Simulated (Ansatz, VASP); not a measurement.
# One calculation of Si, two programs

```
Si
1.0
     4.69524    0.00000    0.00000
     1.56508    3.49963    0.00000
     0.00000    0.00000   20.28610
Si
6
Direct
  0.11496 0.69252 0.41196
  0.48759 0.00620 0.43726
  0.82984 0.33508 0.46806
  0.17016 0.66492 0.53194
  0.51241 0.99380 0.56274
  0.88504 0.30748 0.58804
```

Alike in both runs: functional PBEsol; k mesh 10 × 10 × 1; occupations fermi-dirac, width 0.05 eV; no spin polarisation.

Ansatz relaxed the structure, and its values are those at the end. VASP's run is a single point on that final structure, the one shown.

```csv
,VASP,Ansatz
version,VASP 6.6.1,Ansatz 0.2.0
potentials or method,"VASP PAW PBE potentials, release 64 (Si), cutoff 520 eV","all-electron LAPW, scalar-relativistic"
```

|  | VASP | Ansatz | Ansatz less VASP |
| --- | --- | --- | --- |
| rms of the force components (eV/Å) | 0.003 | 0.003 | -0.0005 |

VASP's potentials were made for PBE, not for PBEsol. Ansatz ran all-electron here, and VASP with PAW potentials.
